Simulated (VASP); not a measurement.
# BiS in VASP: a series of runs

BiS is run at these levels: PBE; tasks: single point.

Program: VASP 6.6.1. These are calculated values, not measurements. Logs are shortened: lines on timing, memory, paths and dates and some standing lists are left out, and cuts for length are marked.

### Step 1. The cell of the first run

It takes space group P4mm (No. 99, tetragonal). The conventional cell has a = 3.580 Å, b = 3.580 Å, c = 3.580 Å, α = 90.00°, β = 90.00°, γ = 90.00°. Within 4.0 Å of Bi (site symmetry 4mm) lie 8 S at 3.05 to 3.15 Å and 6 Bi at 3.58 Å. Within 4.0 Å of S (site symmetry 4mm) lie 8 Bi at 3.05 to 3.15 Å and 6 S at 3.58 Å.

### Step 2. Single point, PBE (atom 1 (Bi) moved 0.08 Å along z)

Contents of INCAR:

```
PREC = Accurate
ENCUT = 520
EDIFF = 1E-6
ISMEAR = 0
SIGMA = 0.05
LREAL = F
LASPH = T
NELM = 100
ALGO = Normal
ISIF = 2
LWAVE = F
LCHARG = T
GGA = PE
LELF = T
LVHAR = T
NBANDS = 18
```

Contents of KPOINTS:

```
Automatic mesh
0
Gamma
  10 10 10
```

Contents of POSCAR:

```
BiS
1.0
    3.5798271504      0.0000000000      0.0000000000
    0.0000000000      3.5798271504      0.0000000000
    0.0000000000      0.0000000000      3.5798271504
Bi S
1 1
Direct
    0.0000000000      0.0000000000      0.0223474477
    0.5000000000      0.5000000000      0.5000000000
```

Potentials or basis: VASP PAW PBE potentials, release 64 (Bi_d, S).

On the command line:

```bash
cat potpaw_PBE.64/Bi_d/POTCAR potpaw_PBE.64/S/POTCAR > POTCAR
mpirun -np 1 vasp_std > vasp.out
```

OUTCAR:

```text
PREC = Accurate
   ENCUT = 520
   EDIFF = 1E-6
   ISMEAR = 0
   LREAL = F
   LASPH = T
   NELM = 100
   ISIF = 2
   GGA = PE

 ion  position               nearest neighbor table
   1  0.000  0.000  0.022-   2 3.05   2 3.05   2 3.05   2 3.05   2 3.15   2 3.15   2 3.15   2 3.15

   2  0.500  0.500  0.500-   1 3.05   1 3.05   1 3.05   1 3.05   1 3.15   1 3.15   1 3.15   1 3.15

  LATTYP: Found a simple cubic cell.
 ALAT       =     3.5798271504

  Lattice vectors:

 A1 = (   3.5798271504,   0.0000000000,   0.0000000000)
 A2 = (   0.0000000000,   3.5798271504,   0.0000000000)
 A3 = (   0.0000000000,   0.0000000000,   3.5798271504)

Analysis of symmetry for initial positions (statically):
=====================================================================
 Subroutine PRICEL returns:
 Original cell was already a primitive cell.

 Routine SETGRP: Setting up the symmetry group for a
 simple cubic supercell.

 Subroutine GETGRP returns: Found  8 space group operations
 (whereof  8 operations were pure point group operations)
 out of a pool of 48 trial point group operations.

The static configuration has the point symmetry C_4v.

Analysis of symmetry for dynamics (positions and initial velocities):
=====================================================================
 Subroutine PRICEL returns:
 Original cell was already a primitive cell.

 Routine SETGRP: Setting up the symmetry group for a
 simple cubic supercell.

 Subroutine GETGRP returns: Found  8 space group operations
 (whereof  8 operations were pure point group operations)
 out of a pool of 48 trial point group operations.

The dynamic configuration has the point symmetry C_4v.

 Subroutine INISYM returns: Found  8 space group operations
 (whereof  8 operations are pure point group operations),
 and found     1 'primitive' translations

----------------------------------------------------------------------------------------

                                     Primitive cell

  volume of cell :      45.8761

  direct lattice vectors                    reciprocal lattice vectors
     3.579827150  0.000000000  0.000000000     0.279343096  0.000000000  0.000000000
     0.000000000  3.579827150  0.000000000     0.000000000  0.279343096  0.000000000
     0.000000000  0.000000000  3.579827150     0.000000000  0.000000000  0.279343096

  length of vectors
     3.579827150  3.579827150  3.579827150     0.279343096  0.279343096  0.279343096

  position of ions in fractional coordinates (direct lattice)
     0.000000000  0.000000000  0.022347448
     0.500000000  0.500000000  0.500000000

  ion indices of the primitive-cell ions
   primitive index   ion index
                 1           1
                 2           2

----------------------------------------------------------------------------------------

 KPOINTS: Automatic mesh

Automatic generation of k-mesh.
 Grid dimensions read from file:
 generate k-points for:   10   10   10

 Generating k-lattice:

  Cartesian coordinates                     Fractional coordinates (reciprocal lattice)
     0.027934310  0.000000000  0.000000000     0.100000000  0.000000000  0.000000000
     0.000000000  0.027934310  0.000000000     0.000000000  0.100000000  0.000000000
     0.000000000  0.000000000  0.027934310     0.000000000  0.000000000  0.100000000

  Length of vectors
     0.027934310  0.027934310  0.027934310

  Shift w.r.t. Gamma in fractional coordinates (k-lattice)
     0.000000000  0.000000000  0.000000000

 Subroutine IBZKPT returns following result:
 ===========================================

 Found    126 irreducible k-points:

 Following reciprocal coordinates:
            Coordinates               Weight
  0.000000  0.000000  0.000000      1.000000
  0.100000  0.000000  0.000000      4.000000
  0.000000  0.000000  0.100000      2.000000
  0.200000  0.000000  0.000000      4.000000
  0.000000  0.000000  0.200000      2.000000
  0.300000  0.000000  0.000000      4.000000
[... 16 lines left out ...]
  0.500000  0.100000  0.000000      4.000000
  0.000000  0.500000  0.100000      4.000000
 [... further k-points ...]
   k-points           NKPTS =    126   k-points in BZ     NKDIM =    126   number of bands    NBANDS=     18
   number of dos      NEDOS =    301   number of ions     NIONS =      2
   total plane-waves  NPLWV =  21952
   dimension x,y,z NGX =    28 NGY =   28 NGZ =   28
   dimension x,y,z NGXF=    56 NGYF=   56 NGZF=   56
   ions per type =               1   1
   NGX,Y,Z   is equivalent  to a cutoff of  13.00, 13.00, 13.00 a.u.
   NGXF,Y,Z  is equivalent  to a cutoff of  26.01, 26.01, 26.01 a.u.
 SYSTEM =  unknown system
   PREC   = accura    normal or accurate (medium, high low for compatibility)
   ISTART =      0    job   : 0-new  1-cont  2-samecut
   ICHARG =      2    charge: 1-file 2-atom 10-const
   ISPIN  =      1    spin polarized calculation?
   LNONCOLLINEAR =      F non collinear calculations
   LSORBIT =      F    spin-orbit coupling
   LASPH  =      T    aspherical Exc in radial PAW
   ENCUT  =  520.0 eV  38.22 Ry    6.18 a.u.   6.66  6.66  6.66*2*pi/ulx,y,z
   NELM   =    100;   NELMIN=  2; NELMDL= -5     # of ELM steps
   EDIFF  = 0.1E-05   stopping-criterion for ELM
   LREAL  =      F    real-space projection
   EDIFFG = 0.1E-04   stopping-criterion for IOM
   NSW    =      0    number of steps for IOM
   IBRION =     -1    ionic relax: 0-MD 1-quasi-New 2-CG
   NFREE  =      0    steps in history (QN), initial steepest desc. (CG)
   ISIF   =      2    stress and relaxation
   ISYM   =      2    0-nonsym 1-usesym 2-fastsym
   POTIM  = 0.5000    time-step for ionic-motion
   TEBEG  =    0.0;   TEEND  =   0.0 temperature during run
   PSTRESS=    0.0 pullay stress
   NELECT =      21.0000    total number of electrons
   NUPDOWN=      -1.0000    fix difference up-down
   EMIN   =  10.00;   EMAX   =-10.00  energy-range for DOS
   EFERMI =   0.00;   METHOD = LEGACY
   ISMEAR =     0;   SIGMA  =   0.05  broadening in eV -4-tet -1-fermi 0-gaus
   EFERMI_NEDOS =   21; number of points for ismear=-14 and -15
   IALGO  =     38    algorithm
   IMIX   =      4    mixing-type and parameters
     AMIX     =   0.40;   BMIX     =  1.00
     AMIX_MAG =   1.60;   BMIX_MAG =  1.00
  volume/ion in A,a.u.               =      22.94       154.79
  Fermi-wavevector in a.u.,A,eV,Ry     =   1.261690  2.384248 21.658580  1.591861
  Thomas-Fermi vector in A             =   2.395136
   LORBIT       =      0    0 simple, 1 ext, 2 COOP (PROOUT), +10 PAW based schemes
   GGA     = PE    functional components
   LHFCALC =     F    Hartree Fock is set to
   AEXX    =    0.0000 exact exchange contribution
   IVDW    =     0    specifies the selected vdW correction
   LEPSILON=     F    determine dielectric tensor
   LRPA    =     F    only Hartree local field effects (RPA)
 non-spin polarized calculation
 Gauss-broadening in eV      SIGMA  =   0.05
  energy-cutoff  :      520.00
  volume of cell :       45.88
 maximum number of plane-waves:      1261
 NGX is ok and might be reduce to    28
   NGX = 13   NGY = 13   NGZ = 13

 number of electron      20.9999997 magnetization

 Free energy of the ion-electron system (eV)
  ---------------------------------------------------
  ext. energy  EPLUGINS =         0.00000000
  ---------------------------------------------------
  free energy    TOTEN  =        -7.96243399 eV

  energy without entropy =       -7.96166891  energy(sigma->0) =       -7.96205145

 E-fermi :   8.4063     XC(G=0): -10.6677

 val. band max:        8.4014375887   @ k =   0.3000   0.3000   0.3000
 cond. band min:       8.4755586535   @ k =   0.3000   0.3000   0.4000
 fundamental gap:      0.0741210648
 Fermi energy:         8.4063171172

 k-point     1 :       0.0000    0.0000    0.0000
  band No.  band energies     occupation
      1     -15.3732      2.00000
      2     -15.3723      2.00000
      3     -15.2363      2.00000
      4     -15.2359      2.00000
      5     -15.2359      2.00000
      6      -6.9507      2.00000
[... 10 lines left out ...]
     17      19.8152      0.00000
     18      19.8172      0.00000

 k-point     2 :       0.1000    0.0000    0.0000
  band No.  band energies     occupation
      1     -15.3720      2.00000
      2     -15.3625      2.00000
      3     -15.2397      2.00000
      4     -15.2393      2.00000
      5     -15.2356      2.00000
      6      -6.8483      2.00000
[... 10 lines left out ...]
     17      19.5838      0.00000
     18      19.8838      0.00000

 k-point     3 :       0.0000    0.0000    0.1000
  band No.  band energies     occupation
      1     -15.3727      2.00000
      2     -15.3619      2.00000
      3     -15.2393      2.00000
      4     -15.2393      2.00000
      5     -15.2360      2.00000
      6      -6.8489      2.00000
[... 10 lines left out ...]
     17      19.5911      0.00000
     18      19.8304      0.00000

 k-point     4 :       0.2000    0.0000    0.0000
  band No.  band energies     occupation
      1     -15.3708      2.00000
      2     -15.3354      2.00000
      3     -15.2484      2.00000
      4     -15.2480      2.00000
      5     -15.2348      2.00000
      6      -6.5452      2.00000
[... 375 lines left out ...]
      4     -15.2666      2.00000
      5     -15.2366      2.00000
      6      -5.3720      2.00000
[... 10 lines left out ...]
     17      18.8939      0.00000
     18      19.5942      0.00000

 k-point    23 :       0.5000    0.1000    0.0000
  band No.  band energies     occupation
      1     -15.3598      2.00000
      2     -15.2758      2.00000
      3     -15.2699      2.00000
      4     -15.2606      2.00000
      5     -15.2358      2.00000
      6      -4.9310      2.00000
[... 10 lines left out ...]
     17      19.6424      0.00000
     18      20.5712      0.00000

 k-point    24 :       0.0000    0.5000    0.1000
  band No.  band energies     occupation
      1     -15.3599      2.00000
      2     -15.2754      2.00000
      3     -15.2704      2.00000
      4     -15.2605      2.00000
      5     -15.2358      2.00000
      6      -4.9314      2.00000
[... 10 lines left out ...]
     17      19.6514      0.00000
     18      20.5557      0.00000

 [... further k-points ...]
[... 5 lines left out ...]
  --------------------------------------------------------------------------------------
  -------------------------------------------------------------------------------------
  Total        0.0102256      0.0102256      0.0085289      0.0000000      0.0000000      0.0000000
  in kB        0.3571198      0.3571198      0.2978629      0.0000000      0.0000000      0.0000000
  external PRESSURE =       0.3373675 kB  Pullay stress =       0.0000000 kB

 VOLUME and BASIS-vectors are now :
 -----------------------------------------------------------------------------
  energy-cutoff  :      520.00
  volume of cell :       45.88
      direct lattice vectors                 reciprocal lattice vectors
     3.579827150  0.000000000  0.000000000     0.279343096  0.000000000  0.000000000
     0.000000000  3.579827150  0.000000000     0.000000000  0.279343096  0.000000000
     0.000000000  0.000000000  3.579827150     0.000000000  0.000000000  0.279343096

 POSITION                                       TOTAL-FORCE (eV/Angst)
 -----------------------------------------------------------------------------------
      0.00000      0.00000      0.08000        -0.000000      0.000000      0.003200
      1.78991      1.78991      1.78991         0.000000     -0.000000     -0.003200
 -----------------------------------------------------------------------------------
    total drift:                               -0.000000      0.000000      0.000119

  FREE ENERGIE OF THE ION-ELECTRON SYSTEM (eV)
  ---------------------------------------------------
  free  energy   TOTEN  =        -7.9624339917 eV

  energy  without entropy=       -7.9616689124  energy(sigma->0) =       -7.96205145
```

Run time: 30 s. Hardware: 1 thread of Intel Xeon 6975P-C (Granite Rapids), shared host; peak memory 0.22 GiB.

Results:

| Property | Result |
| --- | --- |
| Free energy | -7.9624 eV |
| Pressure | 0.0 GPa |
| Largest force | 0.003 eV/Å |

Forces on the atoms (eV/Å):
```
Bi   0.000  0.000  0.003
S    0.000  0.000 -0.003
```

Caveat: the cell differs from its parent crystal (atom 1 (Bi) moved 0.08 Å along z); spin-orbit coupling is left out, which moves the levels of the heavy elements.

[end of part 1 of 2]
